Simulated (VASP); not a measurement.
# Bi (P6_3/mmc) in VASP: further runs

The runs below take Bi through single point, with PBEsol.

All numbers are computed with VASP 6.6.1; they aren't measurements. Logs are shortened: lines on timing, memory, paths and dates and some standing lists are left out, and cuts for length are marked.

### 1 The cell of the first run

It takes space group P6_3/mmc (No. 194, hexagonal). Conventional cell: a = 3.250 Å, b = 3.250 Å, c = 5.141 Å, α = 90.00°, β = 90.00°, γ = 120.00°. Within 4.2 Å of Bi (site symmetry -6m2) lie 12 Bi at 3.18 to 3.25 Å.

### 2 Single point, PBEsol (volume scaled by 0.78)

INCAR reads:

```
PREC     = Accurate       # precision mode
ENCUT    = 520            # plane-wave cutoff, eV
EDIFF    = 1E-6           # SCF threshold, eV
ISMEAR   = -1             # smearing method
SIGMA    = 0.1            # smearing width, eV
LREAL    = F              # projectors in reciprocal space
LASPH    = T              # aspherical terms in the spheres
NELM     = 100            # most SCF steps
ALGO     = Normal         # electronic algorithm
ISIF     = 2              # what is computed and relaxed
LWAVE    = F              # write WAVECAR
LCHARG   = F              # write CHGCAR
GGA      = PS             # functional
NBANDS   = 22             # bands
```

KPOINTS reads:

```
regular mesh
0
Gamma
  12 12 7
```

POSCAR reads:

```
Bi
1.0
    3.2502891928      0.0000000000      0.0000000000
   -1.6251445964      2.8148330106      0.0000000000
    0.0000000000      0.0000000000      5.1412814033
Bi
2
Direct
    0.3333333333      0.6666666667      0.2500000000
    0.6666666667      0.3333333333      0.7500000000
```

Potentials or basis: VASP PAW PBE potentials, release 64 (Bi_d).

Started as:

```sh
> cat potpaw_PBE.64/Bi_d/POTCAR > POTCAR
> mpirun -np 1 vasp_std > vasp.out
```

OUTCAR:

```text
PREC = Accurate
   ENCUT = 520
   EDIFF = 1E-6
   ISMEAR = -1
   LREAL = F
   LASPH = T
   NELM = 100
   ISIF = 2
   GGA = PS

 ion  position               nearest neighbor table
   1  0.333  0.667  0.250-   2 3.18   2 3.18   2 3.18   2 3.18   2 3.18   2 3.18
   2  0.667  0.333  0.750-   1 3.18   1 3.18   1 3.18   1 3.18   1 3.18   1 3.18

  LATTYP: Found a hexagonal cell.
 ALAT       =     3.2502891928
 C/A-ratio  =     1.5817919878

  Lattice vectors:

 A1 = (   3.2502891928,   0.0000000000,   0.0000000000)
 A2 = (  -1.6251445964,   2.8148330106,   0.0000000000)
 A3 = (   0.0000000000,   0.0000000000,   5.1412814033)

Analysis of symmetry for initial positions (statically):
=====================================================================
 Subroutine PRICEL returns:
 Original cell was already a primitive cell.

 Routine SETGRP: Setting up the symmetry group for a
 hexagonal supercell.

 Subroutine GETGRP returns: Found 24 space group operations
 (whereof 12 operations were pure point group operations)
 out of a pool of 24 trial point group operations.

The static configuration has the point symmetry D_3d.
 The point group associated with its full space group is D_6h.

Analysis of symmetry for dynamics (positions and initial velocities):
=====================================================================
 Subroutine PRICEL returns:
 Original cell was already a primitive cell.

 Routine SETGRP: Setting up the symmetry group for a
 hexagonal supercell.

 Subroutine GETGRP returns: Found 24 space group operations
 (whereof 12 operations were pure point group operations)
 out of a pool of 24 trial point group operations.

The dynamic configuration has the point symmetry D_3d.
 The point group associated with its full space group is D_6h.

 Subroutine INISYM returns: Found 24 space group operations
 (whereof 12 operations are pure point group operations),
 and found     1 'primitive' translations

----------------------------------------------------------------------------------------

                                     Primitive cell

  volume of cell :      47.0377

  direct lattice vectors                    reciprocal lattice vectors
     3.250289193  0.000000000  0.000000000     0.307664931  0.177630431  0.000000000
    -1.625144596  2.814833011  0.000000000     0.000000000  0.355260861  0.000000000
     0.000000000  0.000000000  5.141281403     0.000000000  0.000000000  0.194504039

[... 73 lines left out ...]
 SYSTEM =  unknown system
   PREC   = accura    normal or accurate (medium, high low for compatibility)
   ISTART =      0    job   : 0-new  1-cont  2-samecut
   ICHARG =      2    charge: 1-file 2-atom 10-const
   ISPIN  =      1    spin polarized calculation?
   LNONCOLLINEAR =      F non collinear calculations
   LSORBIT =      F    spin-orbit coupling
   LASPH  =      T    aspherical Exc in radial PAW
   ENCUT  =  520.0 eV  38.22 Ry    6.18 a.u.   6.04  6.04  9.56*2*pi/ulx,y,z
   NELM   =    100;   NELMIN=  2; NELMDL= -5     # of ELM steps
   EDIFF  = 0.1E-05   stopping-criterion for ELM
   LREAL  =      F    real-space projection
   EDIFFG = 0.1E-04   stopping-criterion for IOM
   NSW    =      0    number of steps for IOM
   IBRION =     -1    ionic relax: 0-MD 1-quasi-New 2-CG
   NFREE  =      0    steps in history (QN), initial steepest desc. (CG)
   ISIF   =      2    stress and relaxation
   ISYM   =      2    0-nonsym 1-usesym 2-fastsym
   POTIM  = 0.5000    time-step for ionic-motion
   TEBEG  =    0.0;   TEEND  =   0.0 temperature during run
   PSTRESS=    0.0 pullay stress
   NELECT =      30.0000    total number of electrons
   NUPDOWN=      -1.0000    fix difference up-down
   EMIN   =  10.00;   EMAX   =-10.00  energy-range for DOS
   EFERMI =   0.00;   METHOD = LEGACY
   ISMEAR =    -1;   SIGMA  =   0.10  broadening in eV -4-tet -1-fermi 0-gaus
   EFERMI_NEDOS =   21; number of points for ismear=-14 and -15
   IALGO  =     38    algorithm
   IMIX   =      4    mixing-type and parameters
     AMIX     =   0.40;   BMIX     =  1.00
     AMIX_MAG =   1.60;   BMIX_MAG =  1.00
  volume/ion in A,a.u.               =      23.52       158.71
  Fermi-wavevector in a.u.,A,eV,Ry     =   1.409180  2.662965 27.018303  1.985789
  Thomas-Fermi vector in A             =   2.531262
   LORBIT       =      0    0 simple, 1 ext, 2 COOP (PROOUT), +10 PAW based schemes
   GGA     = PS    functional components
   LHFCALC =     F    Hartree Fock is set to
   AEXX    =    0.0000 exact exchange contribution
   IVDW    =     0    specifies the selected vdW correction
   LEPSILON=     F    determine dielectric tensor
   LRPA    =     F    only Hartree local field effects (RPA)
 non-spin polarized calculation
  energy-cutoff  :      520.00
  volume of cell :       47.04
 maximum number of plane-waves:      1290
   NGX = 13   NGY = 13   NGZ = 19

 number of electron      29.9999997 magnetization

 Free energy of the ion-electron system (eV)
  ---------------------------------------------------
  ext. energy  EPLUGINS =         0.00000000
  ---------------------------------------------------
  free energy    TOTEN  =        -7.58160985 eV

  energy without entropy =       -7.54719233  energy(sigma->0) =       -7.56440109

 E-fermi :  11.8767     XC(G=0): -11.8459

 val. band max:       11.8191332753   @ k =   0.5000   0.0000   0.0000
 cond. band min:      11.8767808675   @ k =   0.3333   0.2500   0.0000
 fundamental gap:      0.0576475923
 Fermi energy:        11.8767082515

 k-point     1 :       0.0000    0.0000    0.0000
  band No.  band energies     occupation
      1     -11.5668      2.00000
      2     -11.5166      2.00000
      3     -11.4796      2.00000
      4     -11.4796      2.00000
      5     -11.4502      2.00000
      6     -11.4502      2.00000
[... 589 lines left out ...]
     21      21.9056      0.00000
     22      22.8445      0.00000

 [... further k-points ...]
[... 5 lines left out ...]
  --------------------------------------------------------------------------------------
  -------------------------------------------------------------------------------------
  Total        7.6199953      7.6199953      7.6312044     -0.0000000     -0.0000000      0.0000000
  in kB      259.5489473    259.5489473    259.9307450     -0.0000000     -0.0000000      0.0000000
  external PRESSURE =     259.6762132 kB  Pullay stress =       0.0000000 kB

 VOLUME and BASIS-vectors are now :
 -----------------------------------------------------------------------------
  energy-cutoff  :      520.00
  volume of cell :       47.04
      direct lattice vectors                 reciprocal lattice vectors
     3.250289193  0.000000000  0.000000000     0.307664931  0.177630431  0.000000000
    -1.625144596  2.814833011  0.000000000     0.000000000  0.355260861  0.000000000
     0.000000000  0.000000000  5.141281403     0.000000000  0.000000000  0.194504039

 POSITION                                       TOTAL-FORCE (eV/Angst)
 -----------------------------------------------------------------------------------
     -0.00000      1.87656      1.28532        -0.000000     -0.000000      0.000000
      1.62514      0.93828      3.85596         0.000000      0.000000      0.000000
 -----------------------------------------------------------------------------------
    total drift:                               -0.000000      0.000000      0.000000

  FREE ENERGIE OF THE ION-ELECTRON SYSTEM (eV)
  ---------------------------------------------------
  free  energy   TOTEN  =        -7.5816098514 eV

  energy  without entropy=       -7.5471923349  energy(sigma->0) =       -7.56440109
```

Run time: 34 s. Hardware: 1 thread of Intel Xeon Platinum 8259CL at 2.50GHz (Skylake/Cascade Lake), shared host; peak memory 0.2 GiB.

What came out:

| Item | Value |
| --- | --- |
| Free energy | -7.5816 eV |
| Pressure | 26.0 GPa |
| Band gap on the k mesh | zero (band 15 reaches 16.90 eV, above the bottom of band 16 at 8.37 eV) |

Levels at points of the mesh, in eV from the Fermi level:
| k point | band 13 | band 14 | band 15 | band 16 | band 17 | band 18 |
| --- | --- | --- | --- | --- | --- | --- |
| (0.00, 0.00, 0.00) | -7.20 | 4.16 | 4.16 | 6.56 | 6.56 | 7.80 |
| (0.50, 0.00, 0.00) | -5.33 | -3.65 | -2.87 | -0.10 | -0.06 | 4.66 |

Caveat: the PAW data sets were made with another functional, which shifts forces and pressure a little; spin-orbit coupling is left out, which moves the levels of the heavy elements.

### 3 Single point, PBEsol (volume scaled by 0.78)

INCAR reads:

```
SYSTEM = Bi
PREC = Accurate
ENCUT = 520
EDIFF = 1E-7
ISMEAR = -1
SIGMA = 0.1
LREAL = .False.
LASPH = .True.
NELM = 100
ALGO = Normal
ISIF = 2
LWAVE = .False.
LCHARG = .True.
GGA = PS
LELF = .True.
LVHAR = .True.
NBANDS = 22
```

KPOINTS reads:

```
regular mesh
0
Gamma
  12 12 7
  0 0 0
```

POSCAR is that of step 2.

Potentials or basis: VASP PAW PBE potentials, release 64 (Bi_d).

Started as:

```sh
> cat potpaw_PBE.64/Bi_d/POTCAR > POTCAR
> mpirun -np 1 vasp_std > vasp.out
```

Run time: 39 s. Hardware: 1 thread of Intel Xeon Platinum 8259CL at 2.50GHz (Skylake/Cascade Lake), shared host; peak memory 0.19 GiB.

The run converged. Its results:

- Free energy: -7.5816 eV
- Pressure: 26.0 GPa
- Band gap on the k mesh: zero (band 15 reaches 16.90 eV, above the bottom of band 16 at 8.37 eV)

Levels at points of the mesh, in eV from the Fermi level:
| k point | band 12 | band 13 | band 14 | band 15 | band 16 | band 17 | band 18 | band 19 |
| --- | --- | --- | --- | --- | --- | --- | --- | --- |
| (0.00, 0.00, 0.00) | -11.06 | -7.20 | 4.16 | 4.16 | 6.56 | 6.56 | 7.80 | 7.86 |
| (0.50, 0.00, 0.00) | -10.28 | -5.33 | -3.65 | -2.87 | -0.10 | -0.06 | 4.66 | 4.83 |

Caveat: the PAW data sets were made with another functional, which shifts forces and pressure a little; spin-orbit coupling is left out, which moves the levels of the heavy elements.
